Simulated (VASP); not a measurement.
# BN (P6_3mc) in VASP: notebook

The runs below take BN through single point, with r2SCAN.

All numbers are computed with VASP 6.6.1; they aren't measurements. Logs are shortened: lines on timing, memory, paths and dates and some standing lists are left out, and cuts for length are marked.

## 1. The cell of the first run

The structure is hexagonal, space group P6_3mc (No. 186). Conventional cell: a = 2.468 Å, b = 2.468 Å, c = 4.334 Å, α = 90.00°, β = 90.00°, γ = 120.00°. B (site symmetry 3m) has 4 N at 1.52 to 1.62 Å within 2.0 Å. N (site symmetry 3m) has 4 B at 1.52 to 1.62 Å within 2.0 Å.

## 2. Single point, r2SCAN (strain -0.030 along x and y, +0.030 along z)

Contents of POSCAR:

```
BN
1.0
    2.4676475277      0.0000000000      0.0000000000
   -1.2338237638      2.1370454466      0.0000000000
    0.0000000000      0.0000000000      4.3339772826
B N
2 2
Direct
    0.6666666667      0.3333333333      0.9997995909
    0.3333333333      0.6666666667      0.4997995909
    0.6666666667      0.3333333333      0.6252004091
    0.3333333333      0.6666666667      0.1252004091
```

Contents of INCAR.step1:

```
PREC = Accurate
ENCUT = 1460
ISMEAR = 0
SIGMA = 0.05
LREAL = False
LASPH = True
NELM = 120
NBANDS = 16
GGA = PE
ALGO = Normal
EDIFF = 1E-5
LWAVE = True
LCHARG = False
GGA_COMPAT = False
```

Contents of INCAR.step2:

```
PREC = Accurate
ENCUT = 1460
EDIFF = 1E-6
ISMEAR = 0
SIGMA = 0.05
LREAL = False
LASPH = True
NELM = 120
ALGO = Normal
ISIF = 2
LWAVE = False
LCHARG = True
METAGGA = R2SCAN
LMIXTAU = True
LELF = True
LVHAR = True
NBANDS = 16
ISTART = 1
GGA_COMPAT = False
```

Contents of KPOINTS:

```
Automatic mesh
0
Gamma
  12 12 6
```

Potentials or basis: VASP PAW PBE potentials, release 64 (B_h, N_h).

The run is started by

```sh
cat potpaw_PBE.64/B_h/POTCAR potpaw_PBE.64/N_h/POTCAR > POTCAR
cp INCAR.step1 INCAR
mpirun -np 1 vasp_std > vasp.out
cp INCAR.step2 INCAR
mpirun -np 1 vasp_std > vasp.out
```

OUTCAR:

```text
PREC = Accurate
   ENCUT = 1460
   EDIFF = 1E-6
   ISMEAR = 0
   LREAL = False
   LASPH = True
   NELM = 120
   ISIF = 2
   METAGGA = R2SCAN
   ISTART = 1

 ion  position               nearest neighbor table
   1  0.667  0.333  1.000-
   2  0.333  0.667  0.500-
   3  0.667  0.333  0.625-
   4  0.333  0.667  0.125-

  LATTYP: Found a hexagonal cell.
 ALAT       =     2.4676475277
 C/A-ratio  =     1.7563194232

  Lattice vectors:

 A1 = (   2.4676475277,   0.0000000000,   0.0000000000)
 A2 = (  -1.2338237638,   2.1370454466,   0.0000000000)
 A3 = (   0.0000000000,   0.0000000000,   4.3339772826)

Analysis of symmetry for initial positions (statically):
=====================================================================
 Subroutine PRICEL returns:
 Original cell was already a primitive cell.

 Routine SETGRP: Setting up the symmetry group for a
 hexagonal supercell.

 Subroutine GETGRP returns: Found 12 space group operations
 (whereof  6 operations were pure point group operations)
 out of a pool of 24 trial point group operations.

The static configuration has the point symmetry C_3v.
 The point group associated with its full space group is C_6v.

Analysis of symmetry for dynamics (positions and initial velocities):
=====================================================================
 Subroutine PRICEL returns:
 Original cell was already a primitive cell.

 Routine SETGRP: Setting up the symmetry group for a
 hexagonal supercell.

 Subroutine GETGRP returns: Found 12 space group operations
 (whereof  6 operations were pure point group operations)
 out of a pool of 24 trial point group operations.

The dynamic configuration has the point symmetry C_3v.
 The point group associated with its full space group is C_6v.

 Subroutine INISYM returns: Found 12 space group operations
 (whereof  6 operations are pure point group operations),
 and found     1 'primitive' translations

----------------------------------------------------------------------------------------

                                     Primitive cell

  volume of cell :      22.8551

  direct lattice vectors                    reciprocal lattice vectors
     2.467647528  0.000000000  0.000000000     0.405244261  0.233967883  0.000000000
    -1.233823764  2.137045447  0.000000000     0.000000000  0.467935767  0.000000000
     0.000000000  0.000000000  4.333977283     0.000000000  0.000000000  0.230734943

  length of vectors
     2.467647528  2.467647528  4.333977283     0.467935767  0.467935767  0.230734943

  position of ions in fractional coordinates (direct lattice)
     0.666666667  0.333333333  0.999799591
     0.333333333  0.666666667  0.499799591
     0.666666667  0.333333333  0.625200409
     0.333333333  0.666666667  0.125200409

  ion indices of the primitive-cell ions
   primitive index   ion index
                 1           1
                 2           2
                 3           3
                 4           4

----------------------------------------------------------------------------------------

 KPOINTS: Automatic mesh

Automatic generation of k-mesh.
 Grid dimensions read from file:
 generate k-points for:   12   12    6

 Generating k-lattice:

  Cartesian coordinates                     Fractional coordinates (reciprocal lattice)
     0.033770355  0.019497324  0.000000000     0.083333333 -0.000000000  0.000000000
     0.000000000  0.038994647  0.000000000     0.000000000  0.083333333  0.000000000
     0.000000000  0.000000000  0.038455824     0.000000000  0.000000000  0.166666667

  Length of vectors
     0.038994647  0.038994647  0.038455824

  Shift w.r.t. Gamma in fractional coordinates (k-lattice)
     0.000000000  0.000000000  0.000000000

 Subroutine IBZKPT returns following result:
 ===========================================

 Found     76 irreducible k-points:

 Following reciprocal coordinates:
            Coordinates               Weight
  0.000000  0.000000  0.000000      1.000000
  0.083333  0.000000  0.000000      6.000000
  0.166667 -0.000000  0.000000      6.000000
  0.250000 -0.000000  0.000000      6.000000
  0.333333 -0.000000  0.000000      6.000000
  0.416667 -0.000000  0.000000      6.000000
[... 16 lines left out ...]
  0.250000 -0.000000  0.166667     12.000000
  0.333333 -0.000000  0.166667     12.000000
 [... further k-points ...]
   k-points           NKPTS =     76   k-points in BZ     NKDIM =     76   number of bands    NBANDS=     16
   number of dos      NEDOS =    301   number of ions     NIONS =      4
   total plane-waves  NPLWV =  55296
   dimension x,y,z NGX =    32 NGY =   32 NGZ =   54
   dimension x,y,z NGXF=    64 NGYF=   64 NGZF=  108
   ions per type =               2   2
   NGX,Y,Z   is equivalent  to a cutoff of  21.56, 21.56, 20.71 a.u.
   NGXF,Y,Z  is equivalent  to a cutoff of  43.12, 43.12, 41.43 a.u.
 SYSTEM =  unknown system
   PREC   = accura    normal or accurate (medium, high low for compatibility)
   ISTART =      1    job   : 0-new  1-cont  2-samecut
   ICHARG =      0    charge: 1-file 2-atom 10-const
   ISPIN  =      1    spin polarized calculation?
   LNONCOLLINEAR =      F non collinear calculations
   LSORBIT =      F    spin-orbit coupling
   LASPH  =      T    aspherical Exc in radial PAW
   ENCUT  = 1460.0 eV 107.31 Ry   10.36 a.u.   7.69  7.69 13.50*2*pi/ulx,y,z
   NELM   =    120;   NELMIN=  2; NELMDL=  0     # of ELM steps
   EDIFF  = 0.1E-05   stopping-criterion for ELM
   LREAL  =      F    real-space projection
   EDIFFG = 0.1E-04   stopping-criterion for IOM
   NSW    =      0    number of steps for IOM
   IBRION =     -1    ionic relax: 0-MD 1-quasi-New 2-CG
   NFREE  =      0    steps in history (QN), initial steepest desc. (CG)
   ISIF   =      2    stress and relaxation
   ISYM   =      2    0-nonsym 1-usesym 2-fastsym
   POTIM  = 0.5000    time-step for ionic-motion
   TEBEG  =    0.0;   TEEND  =   0.0 temperature during run
   PSTRESS=    0.0 pullay stress
   NELECT =      16.0000    total number of electrons
   NUPDOWN=      -1.0000    fix difference up-down
   EMIN   =  10.00;   EMAX   =-10.00  energy-range for DOS
   EFERMI =   0.00;   METHOD = LEGACY
   ISMEAR =     0;   SIGMA  =   0.05  broadening in eV -4-tet -1-fermi 0-gaus
   EFERMI_NEDOS =   21; number of points for ismear=-14 and -15
   IALGO  =     38    algorithm
   IMIX   =      4    mixing-type and parameters
     AMIX     =   0.40;   BMIX     =  1.00
     AMIX_MAG =   1.60;   BMIX_MAG =  1.00
  volume/ion in A,a.u.               =       5.71        38.56
  Fermi-wavevector in a.u.,A,eV,Ry     =   1.453629  2.746961 28.749627  2.113038
  Thomas-Fermi vector in A             =   2.570874
   LORBIT       =      0    0 simple, 1 ext, 2 COOP (PROOUT), +10 PAW based schemes
   METAGGA = R2SCAN    functional components
   LHFCALC =     F    Hartree Fock is set to
   AEXX    =    0.0000 exact exchange contribution
   IVDW    =     0    specifies the selected vdW correction
   LEPSILON=     F    determine dielectric tensor
   LRPA    =     F    only Hartree local field effects (RPA)
 non-spin polarized calculation
 Gauss-broadening in eV      SIGMA  =   0.05
  energy-cutoff  :     1460.00
  volume of cell :       22.86
 maximum number of plane-waves:      2937
 NGX is ok and might be reduce to    32
   NGX = 15   NGY = 15   NGZ = 27

 number of electron      16.0000000 magnetization

 Free energy of the ion-electron system (eV)
  ---------------------------------------------------
  ext. energy  EPLUGINS =         0.00000000
  ---------------------------------------------------
  free energy    TOTEN  =       -38.12133098 eV

  energy without entropy =      -38.12133098  energy(sigma->0) =      -38.12133098

 E-fermi :   9.9763     XC(G=0): -13.9268

 val. band max:        9.6479391872   @ k =   0.0000   0.0000   0.0000
 cond. band min:      15.0928799621   @ k =   0.3333   0.3333   0.0000
 fundamental gap:      5.4449407749
 Fermi energy:         9.9762827781

 k-point     1 :       0.0000    0.0000    0.0000
  band No.  band energies     occupation
      1     -12.3132      2.00000
      2      -8.4794      2.00000
      3      -2.1777      2.00000
      4       7.8133      2.00000
      5       7.8133      2.00000
      6       9.0197      2.00000
[... 8 lines left out ...]
     15      22.7170      0.00000
     16      26.6544      0.00000

 k-point     2 :       0.0833    0.0000    0.0000
  band No.  band energies     occupation
      1     -12.1451      2.00000
      2      -8.3420      2.00000
      3      -2.0080      2.00000
      4       7.0465      2.00000
      5       7.4959      2.00000
      6       8.8717      2.00000
[... 8 lines left out ...]
     15      23.2196      0.00000
     16      26.4071      0.00000

 k-point     3 :       0.1667   -0.0000    0.0000
  band No.  band energies     occupation
      1     -11.6459      2.00000
      2      -7.9444      2.00000
      3      -1.5056      2.00000
      4       5.1870      2.00000
      5       6.7514      2.00000
      6       7.3840      2.00000
[... 8 lines left out ...]
     15      24.6078      0.00000
     16      25.8493      0.00000

 k-point     4 :       0.2500   -0.0000    0.0000
  band No.  band energies     occupation
      1     -10.8347      2.00000
      2      -7.3425      2.00000
      3      -0.6941      2.00000
      4       2.9523      2.00000
      5       5.3726      2.00000
      6       5.9181      2.00000
[... 8 lines left out ...]
     15      26.1776      0.00000
     16      26.5600      0.00000
[... 324 lines left out ...]
 k-point    22 :       0.1667   -0.0000    0.1667
  band No.  band energies     occupation
      1     -11.4886      2.00000
      2      -8.3967      2.00000
      3      -0.7686      2.00000
      4       5.3123      2.00000
      5       6.8701      2.00000
      6       7.0001      2.00000
[... 8 lines left out ...]
     15      24.5399      0.00000
     16      25.8013      0.00000

 k-point    23 :       0.2500   -0.0000    0.1667
  band No.  band energies     occupation
      1     -10.6824      2.00000
      2      -7.7511      2.00000
      3      -0.0614      2.00000
      4       3.1270      2.00000
      5       5.0284      2.00000
      6       6.0440      2.00000
[... 8 lines left out ...]
     15      25.8395      0.00000
     16      26.6294      0.00000

 k-point    24 :       0.3333   -0.0000    0.1667
  band No.  band energies     occupation
      1      -9.6160      2.00000
      2      -7.0150      2.00000
      3       0.3352      2.00000
      4       1.5955      2.00000
      5       3.0027      2.00000
      6       5.3473      2.00000
[... 8 lines left out ...]
     15      27.3245      0.00000
     16      27.4812      0.00000

 [... further k-points ...]
[... 5 lines left out ...]
  --------------------------------------------------------------------------------------
  -------------------------------------------------------------------------------------
  Total        5.0185774      5.0185774     -3.9420349      0.0000000      0.0000000     -0.0000000
  in kB      351.8096057    351.8096057   -276.3424046      0.0000000      0.0000000     -0.0000000
  external PRESSURE =     142.4256023 kB  Pullay stress =       0.0000000 kB

 VOLUME and BASIS-vectors are now :
 -----------------------------------------------------------------------------
  energy-cutoff  :     1460.00
  volume of cell :       22.86
      direct lattice vectors                 reciprocal lattice vectors
     2.467647528  0.000000000  0.000000000     0.405244261  0.233967883  0.000000000
    -1.233823764  2.137045447  0.000000000     0.000000000  0.467935767  0.000000000
     0.000000000  0.000000000  4.333977283     0.000000000  0.000000000  0.230734943

 POSITION                                       TOTAL-FORCE (eV/Angst)
 -----------------------------------------------------------------------------------
      1.23382      0.71235      4.33311         0.000000      0.000000      0.058793
     -0.00000      1.42470      2.16612         0.000000      0.000000      0.058793
      1.23382      0.71235      2.70960        -0.000000      0.000000     -0.058793
     -0.00000      1.42470      0.54262         0.000000     -0.000000     -0.058793
 -----------------------------------------------------------------------------------
    total drift:                               -0.000000     -0.000000     -0.006000

  FREE ENERGIE OF THE ION-ELECTRON SYSTEM (eV)
  ---------------------------------------------------
  free  energy   TOTEN  =       -38.1213309816 eV

  energy  without entropy=      -38.1213309816  energy(sigma->0) =      -38.12133098
```

Run time: 3.8 min. Hardware: 1 thread of Intel Xeon Platinum 8375C at 2.90GHz (Ice Lake), shared host; peak memory 0.3 GiB.

Results:

* Free energy: -38.1213 eV
* Pressure: 14.2 GPa
* Largest force: 0.059 eV/Å
* Band gap on the k mesh: 5.45 eV (least direct gap 7.42 eV)

Forces on the atoms (eV/Å):
```
B    0.000  0.000  0.059
B    0.000  0.000  0.059
N    0.000  0.000 -0.059
N    0.000  0.000 -0.059
```

Caveat: the cell differs from its parent crystal (strain -0.030 along x and y, +0.030 along z); the stress differs along the axes, from -28 to 35 GPa; the PAW data sets were made with another functional, which shifts forces and pressure a little. A k mesh can miss the band edges.

[end of part 1 of 2]
